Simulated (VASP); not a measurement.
# B4Ru (Im-3m) in VASP: further runs

Runs on B4Ru. Level: PBE. Tasks: single point, relaxation of cell and atoms.

All numbers are computed with VASP 6.6.1; they aren't measurements. Logs are shortened: lines on timing, memory, paths and dates and some standing lists are left out, and cuts for length are marked.

## 1. The cell of the first run

The structure is cubic, space group Im-3m (No. 229). The conventional cell has a = 4.395 Å, b = 4.395 Å, c = 4.395 Å, α = 90.00°, β = 90.00°, γ = 90.00°. B (site symmetry -3m) has 2 Ru at 1.90 Å and 6 B at 2.20 Å within 2.5 Å. Within 2.5 Å of Ru (site symmetry m-3m) lie 8 B at 1.90 Å.

## 2. Single point, PBE

Input file INCAR:

```
ALGO = Normal
EDIFF = 1E-6
ENCUT = 520
GGA = PE
ISIF = 2
ISMEAR = 0
LASPH = T
LCHARG = T
LELF = T
LREAL = F
LVHAR = T
LWAVE = F
NBANDS = 21
NELM = 100
PREC = Accurate
SIGMA = 0.1
```

Input file KPOINTS:

```
k-points
0
Gamma
  6 6 6
```

Input file POSCAR:

```
B4Ru
1.0
   -2.1973500900      2.1973500900      2.1973500900
    2.1973500900     -2.1973500900      2.1973500900
    2.1973500900      2.1973500900     -2.1973500900
B Ru
4 1
Direct
    0.5000000000      0.5000000000      0.5000000000
    0.5000000000      0.0000000000      0.0000000000
    0.0000000000      0.0000000000      0.5000000000
    0.0000000000      0.5000000000      0.0000000000
    0.0000000000      0.0000000000      0.0000000000
```

Potentials or basis: VASP PAW PBE potentials, release 64 (B, Ru_pv).

The run is started by

```console
cat potpaw_PBE.64/B/POTCAR potpaw_PBE.64/Ru_pv/POTCAR > POTCAR
mpirun -np 1 vasp_std > vasp.out
```

OUTCAR:

```text
EDIFF = 1E-6
   ENCUT = 520
   GGA = PE
   ISIF = 2
   ISMEAR = 0
   LASPH = T
   LREAL = F
   NELM = 100
   PREC = Accurate

 ion  position               nearest neighbor table
   1  0.500  0.500  0.500-   5 1.90   5 1.90
   2  0.500  0.000  0.000-   5 1.90   5 1.90
   3  0.000  0.000  0.500-   5 1.90   5 1.90
   4  0.000  0.500  0.000-   5 1.90   5 1.90
   5  0.000  0.000  0.000-   1 1.90   2 1.90   3 1.90   4 1.90   3 1.90   4 1.90   2 1.90   1 1.90

  LATTYP: Found a body centered cubic cell.
 ALAT       =     4.3947001800

  Lattice vectors:

 A1 = (  -2.1973500900,   2.1973500900,   2.1973500900)
 A2 = (   2.1973500900,  -2.1973500900,   2.1973500900)
 A3 = (   2.1973500900,   2.1973500900,  -2.1973500900)

Analysis of symmetry for initial positions (statically):
=====================================================================
 Subroutine PRICEL returns:
 Original cell was already a primitive cell.

 Routine SETGRP: Setting up the symmetry group for a
 body centered cubic supercell.

 Subroutine GETGRP returns: Found 48 space group operations
 (whereof 48 operations were pure point group operations)
 out of a pool of 48 trial point group operations.

The static configuration has the point symmetry O_h .

Analysis of symmetry for dynamics (positions and initial velocities):
=====================================================================
 Subroutine PRICEL returns:
 Original cell was already a primitive cell.

 Routine SETGRP: Setting up the symmetry group for a
 body centered cubic supercell.

 Subroutine GETGRP returns: Found 48 space group operations
 (whereof 48 operations were pure point group operations)
 out of a pool of 48 trial point group operations.

The dynamic configuration has the point symmetry O_h .

 Subroutine INISYM returns: Found 48 space group operations
 (whereof 48 operations are pure point group operations),
 and found     1 'primitive' translations

----------------------------------------------------------------------------------------

                                     Primitive cell

  volume of cell :      42.4383

  direct lattice vectors                    reciprocal lattice vectors
    -2.197350090  2.197350090  2.197350090     0.000000000  0.227546808  0.227546808
     2.197350090 -2.197350090  2.197350090     0.227546808  0.000000000  0.227546808
     2.197350090  2.197350090 -2.197350090     0.227546808  0.227546808  0.000000000

  length of vectors
     3.805921998  3.805921998  3.805921998     0.321799783  0.321799783  0.321799783

  position of ions in fractional coordinates (direct lattice)
     0.500000000  0.500000000  0.500000000
     0.500000000  0.000000000  0.000000000
     0.000000000  0.000000000  0.500000000
     0.000000000  0.500000000  0.000000000
     0.000000000  0.000000000  0.000000000

  ion indices of the primitive-cell ions
   primitive index   ion index
                 1           1
                 2           2
                 3           3
                 4           4
                 5           5

----------------------------------------------------------------------------------------

 KPOINTS: k-points

Automatic generation of k-mesh.
 Grid dimensions read from file:
 generate k-points for:    6    6    6

 Generating k-lattice:

  Cartesian coordinates                     Fractional coordinates (reciprocal lattice)
     0.000000000  0.037924468  0.037924468     0.166666667  0.000000000  0.000000000
     0.037924468  0.000000000  0.037924468     0.000000000  0.166666667  0.000000000
     0.037924468  0.037924468  0.000000000     0.000000000  0.000000000  0.166666667

  Length of vectors
     0.053633297  0.053633297  0.053633297

  Shift w.r.t. Gamma in fractional coordinates (k-lattice)
     0.000000000  0.000000000  0.000000000

 Subroutine IBZKPT returns following result:
 ===========================================

 Found     16 irreducible k-points:

 Following reciprocal coordinates:
            Coordinates               Weight
  0.000000  0.000000  0.000000      1.000000
  0.166667  0.000000  0.000000     12.000000
  0.333333  0.000000  0.000000     12.000000
  0.500000  0.000000  0.000000      6.000000
  0.166667  0.166667  0.000000     24.000000
  0.333333  0.166667  0.000000     48.000000
[... 8 lines left out ...]
  0.500000  0.500000  0.333333     12.000000
  0.500000  0.500000  0.500000      1.000000
   k-points           NKPTS =     16   k-points in BZ     NKDIM =     16   number of bands    NBANDS=     21
   number of dos      NEDOS =    301   number of ions     NIONS =      5
   total plane-waves  NPLWV =  21952
   dimension x,y,z NGX =    28 NGY =   28 NGZ =   28
   dimension x,y,z NGXF=    56 NGYF=   56 NGZF=   56
   ions per type =               4   1
   NGX,Y,Z   is equivalent  to a cutoff of  12.23, 12.23, 12.23 a.u.
   NGXF,Y,Z  is equivalent  to a cutoff of  24.46, 24.46, 24.46 a.u.
 SYSTEM =  unknown system
   PREC   = accura    normal or accurate (medium, high low for compatibility)
   ISTART =      0    job   : 0-new  1-cont  2-samecut
   ICHARG =      2    charge: 1-file 2-atom 10-const
   ISPIN  =      1    spin polarized calculation?
   LNONCOLLINEAR =      F non collinear calculations
   LSORBIT =      F    spin-orbit coupling
   LASPH  =      T    aspherical Exc in radial PAW
   ENCUT  =  520.0 eV  38.22 Ry    6.18 a.u.   7.08  7.08  7.08*2*pi/ulx,y,z
   NELM   =    100;   NELMIN=  2; NELMDL= -5     # of ELM steps
   EDIFF  = 0.1E-05   stopping-criterion for ELM
   LREAL  =      F    real-space projection
   EDIFFG = 0.1E-04   stopping-criterion for IOM
   NSW    =      0    number of steps for IOM
   IBRION =     -1    ionic relax: 0-MD 1-quasi-New 2-CG
   NFREE  =      0    steps in history (QN), initial steepest desc. (CG)
   ISIF   =      2    stress and relaxation
   ISYM   =      2    0-nonsym 1-usesym 2-fastsym
   POTIM  = 0.5000    time-step for ionic-motion
   TEBEG  =    0.0;   TEEND  =   0.0 temperature during run
   PSTRESS=    0.0 pullay stress
   NELECT =      26.0000    total number of electrons
   NUPDOWN=      -1.0000    fix difference up-down
   EMIN   =  10.00;   EMAX   =-10.00  energy-range for DOS
   EFERMI =   0.00;   METHOD = LEGACY
   ISMEAR =     0;   SIGMA  =   0.10  broadening in eV -4-tet -1-fermi 0-gaus
   EFERMI_NEDOS =   21; number of points for ismear=-14 and -15
   IALGO  =     38    algorithm
   IMIX   =      4    mixing-type and parameters
     AMIX     =   0.40;   BMIX     =  1.00
     AMIX_MAG =   1.60;   BMIX_MAG =  1.00
  volume/ion in A,a.u.               =       8.49        57.28
  Fermi-wavevector in a.u.,A,eV,Ry     =   1.390422  2.627517 26.303788  1.933274
  Thomas-Fermi vector in A             =   2.514359
   LORBIT       =      0    0 simple, 1 ext, 2 COOP (PROOUT), +10 PAW based schemes
   GGA     = PE    functional components
   LHFCALC =     F    Hartree Fock is set to
   AEXX    =    0.0000 exact exchange contribution
   IVDW    =     0    specifies the selected vdW correction
   LEPSILON=     F    determine dielectric tensor
   LRPA    =     F    only Hartree local field effects (RPA)
 non-spin polarized calculation
 Gauss-broadening in eV      SIGMA  =   0.10
  energy-cutoff  :      520.00
  volume of cell :       42.44
 maximum number of plane-waves:      1160
   NGX = 15   NGY = 15   NGZ = 15

 number of electron      25.9999995 magnetization

 Free energy of the ion-electron system (eV)
  ---------------------------------------------------
  ext. energy  EPLUGINS =         0.00000000
  ---------------------------------------------------
  free energy    TOTEN  =       -29.46391743 eV

  energy without entropy =      -29.45806751  energy(sigma->0) =      -29.46099247

 E-fermi :   9.3479     XC(G=0): -12.4362

 val. band max:        9.2648214206   @ k =   0.3333   0.0000   0.0000
 cond. band min:       9.5411541457   @ k =   0.3333   0.1667   0.1667
 fundamental gap:      0.2763327250
 Fermi energy:         9.3478835551

 k-point     1 :       0.0000    0.0000    0.0000
  band No.  band energies     occupation
      1     -35.4174      2.00000
      2     -35.4174      2.00000
      3     -35.4174      2.00000
      4      -4.6910      2.00000
      5       1.3747      2.00000
      6       1.3747      2.00000
[... 13 lines left out ...]
     20      16.1479      0.00000
     21      16.1479      0.00000

 k-point     2 :       0.1667    0.0000    0.0000
  band No.  band energies     occupation
      1     -35.4169      2.00000
      2     -35.4156      2.00000
      3     -35.4155      2.00000
      4      -4.2861      2.00000
      5       0.9633      2.00000
      6       0.9684      2.00000
[... 13 lines left out ...]
     20      16.6560      0.00000
     21      17.0148      0.00000

 k-point     3 :       0.3333    0.0000    0.0000
  band No.  band energies     occupation
      1     -35.4158      2.00000
      2     -35.4119      2.00000
      3     -35.4116      2.00000
      4      -3.1553      2.00000
      5       0.0188      2.00000
      6       0.3609      2.00000
[... 13 lines left out ...]
     20      16.8325      0.00000
     21      17.8945      0.00000

 k-point     4 :       0.5000    0.0000    0.0000
  band No.  band energies     occupation
      1     -35.4152      2.00000
      2     -35.4101      2.00000
      3     -35.4097      2.00000
      4      -2.0015      2.00000
      5      -0.8567      2.00000
      6       0.1206      2.00000
[... 13 lines left out ...]
     20      17.1010      0.00000
     21      18.0445      0.00000

 k-point     5 :       0.1667    0.1667    0.0000
  band No.  band energies     occupation
      1     -35.4155      2.00000
      2     -35.4138      2.00000
      3     -35.4122      2.00000
      4      -3.5115      2.00000
      5       0.3497      2.00000
      6       0.4484      2.00000
[... 13 lines left out ...]
     20      16.6170      0.00000
     21      17.7288      0.00000

 k-point     6 :       0.3333    0.1667    0.0000
  band No.  band energies     occupation
      1     -35.4144      2.00000
      2     -35.4109      2.00000
      3     -35.4098      2.00000
      4      -2.1701      2.00000
      5      -0.4981      2.00000
      6       0.0072      2.00000
[... 13 lines left out ...]
     20      16.2913      0.00000
     21      17.7006      0.00000

 k-point     7 :       0.3333    0.3333    0.0000
  band No.  band energies     occupation
      1     -35.4131      2.00000
      2     -35.4100      2.00000
      3     -35.4100      2.00000
      4      -1.0186      2.00000
      5      -0.7176      2.00000
      6      -0.7176      2.00000
[... 13 lines left out ...]
     20      16.4319      0.00000
     21      16.4319      0.00000
[... 99 lines left out ...]
      1     -35.4123      2.00000
      2     -35.4085      2.00000
      3     -35.4082      2.00000
      4      -1.5667      2.00000
      5      -0.7213      2.00000
      6       0.3153      2.00000
[... 13 lines left out ...]
     20      17.4471      0.00000
     21      18.3179      0.00000

 k-point    13 :      -0.3333    0.5000    0.1667
  band No.  band energies     occupation
      1     -35.4105      2.00000
      2     -35.4079      2.00000
      3     -35.4075      2.00000
      4      -1.4690      2.00000
      5      -0.1910      2.00000
      6       0.0647      2.00000
[... 13 lines left out ...]
     20      17.0443      0.00000
     21      18.5013      0.00000

 k-point    14 :      -0.3333    0.3333    0.3333
  band No.  band energies     occupation
      1     -35.4087      2.00000
      2     -35.4069      2.00000
      3     -35.4069      2.00000
      4      -1.7189      2.00000
      5       0.6376      2.00000
      6       0.8123      2.00000
[... 13 lines left out ...]
     20      17.1856      0.00000
     21      18.1761      0.00000

 k-point    15 :       0.5000    0.5000    0.3333
  band No.  band energies     occupation
      1     -35.4065      2.00000
      2     -35.4052      2.00000
      3     -35.4051      2.00000
      4      -0.4162      2.00000
      5      -0.3506      2.00000
      6       0.8678      2.00000
[... 13 lines left out ...]
     20      18.3495      0.00000
     21      18.4460      0.00000

 k-point    16 :       0.5000    0.5000    0.5000
  band No.  band energies     occupation
      1     -35.4035      2.00000
      2     -35.4035      2.00000
      3     -35.4035      2.00000
      4      -0.0609      2.00000
      5      -0.0609      2.00000
      6       1.7003      2.00000
[... 13 lines left out ...]
     20      19.2080      0.00000
     21      19.2080      0.00000

------------------------ aborting loop because EDIFF is reached ----------------------------------------

  FORCE on cell =-STRESS in cart. coord.  units (eV):
  Direction    XX          YY          ZZ          XY          YZ          ZX
  --------------------------------------------------------------------------------------
  -------------------------------------------------------------------------------------
  Total       18.6846415     18.6846415     18.6846415      0.0000000      0.0000000     -0.0000000
  in kB      705.4034719    705.4034719    705.4034719      0.0000000      0.0000000     -0.0000000
  external PRESSURE =     705.4034719 kB  Pullay stress =       0.0000000 kB

 VOLUME and BASIS-vectors are now :
 -----------------------------------------------------------------------------
  energy-cutoff  :      520.00
  volume of cell :       42.44
      direct lattice vectors                 reciprocal lattice vectors
    -2.197350090  2.197350090  2.197350090     0.000000000  0.227546808  0.227546808
     2.197350090 -2.197350090  2.197350090     0.227546808  0.000000000  0.227546808
     2.197350090  2.197350090 -2.197350090     0.227546808  0.227546808  0.000000000

 POSITION                                       TOTAL-FORCE (eV/Angst)
 -----------------------------------------------------------------------------------
      1.09868      1.09868      1.09868        -0.000000     -0.000000     -0.000000
     -1.09868      1.09868      1.09868         0.000000     -0.000000      0.000000
      1.09868      1.09868     -1.09868        -0.000000      0.000000      0.000000
      1.09868     -1.09868      1.09868         0.000000      0.000000      0.000000
      0.00000      0.00000      0.00000         0.000000     -0.000000     -0.000000
 -----------------------------------------------------------------------------------
    total drift:                               -0.000000     -0.000000     -0.000000

  FREE ENERGIE OF THE ION-ELECTRON SYSTEM (eV)
  ---------------------------------------------------
  free  energy   TOTEN  =       -29.4639174306 eV

  energy  without entropy=      -29.4580675062  energy(sigma->0) =      -29.46099247
```

Run time: 9.7 s. Hardware: 1 thread of Intel Xeon 6975P-C, shared host; peak memory 0.16 GiB.

What came out:

| Property | Result |
| --- | --- |
| Free energy | -29.4639 eV |
| Pressure | 70.5 GPa |
| Band gap on the k mesh | zero (band 13 reaches 10.34 eV, above the bottom of band 14 at 6.99 eV) |

## 3. Single point, PBE

This run uses another cell than the first one, of 10.55 Å³/atom, 1.243 times its volume.

Input file INCAR:

```
SYSTEM = B4Ru
PREC = Accurate
ENCUT = 520
EDIFF = 1E-7
ISMEAR = 0
SIGMA = 0.1
LREAL = .False.
LASPH = .True.
NELM = 60
ALGO = Normal
ISIF = 2
LWAVE = .False.
LCHARG = .False.
GGA = PE
NBANDS = 21
```

Input file KPOINTS:

```
regular mesh
0
Gamma
  6 6 6
  0 0 0
```

POSCAR, as its differences from that of step 2:

```diff
@@ -2,5 +2,5 @@
 1.0
-   -2.1973500900      2.1973500900      2.1973500900
-    2.1973500900     -2.1973500900      2.1973500900
-    2.1973500900      2.1973500900     -2.1973500900
+   -2.3623720175      2.3623720175      2.3623720175
+    2.3623720175     -2.3623720175      2.3623720175
+    2.3623720175      2.3623720175     -2.3623720175
 B Ru
```

Potentials or basis: VASP PAW PBE potentials, release 64 (B, Ru_pv).

The run is started by

```console
cat potpaw_PBE.64/B/POTCAR potpaw_PBE.64/Ru_pv/POTCAR > POTCAR
mpirun -np 1 vasp_std > vasp.out
```

It took 14 s on 1 thread of Intel Xeon 6975P-C, shared host; peak memory 0.17 GiB.

Results (log left out):

| Item | Value |
| --- | --- |
| Free energy | -31.3681 eV |
| Pressure | 0.0 GPa |
| Band gap on the k mesh | zero (band 13 reaches 7.44 eV, above the bottom of band 14 at 4.49 eV) |

Levels at points of the mesh, in eV from the Fermi level:
```tsv
k point	band 10	band 11	band 12	band 13	band 14	band 15	band 16	band 17
(0.00, 0.00, 0.00)	-2.45	-2.45	-2.45	-2.44	-2.44	-2.44	4.08	4.08
(0.50, 0.00, 0.00)	-4.70	-4.41	-3.23	0.30	1.27	1.42	2.20	2.95
(0.50, 0.50, 0.50)	-6.32	-6.32	-6.32	0.52	0.52	2.60	3.77	3.77
```

(Continued in part 2 of 2.)
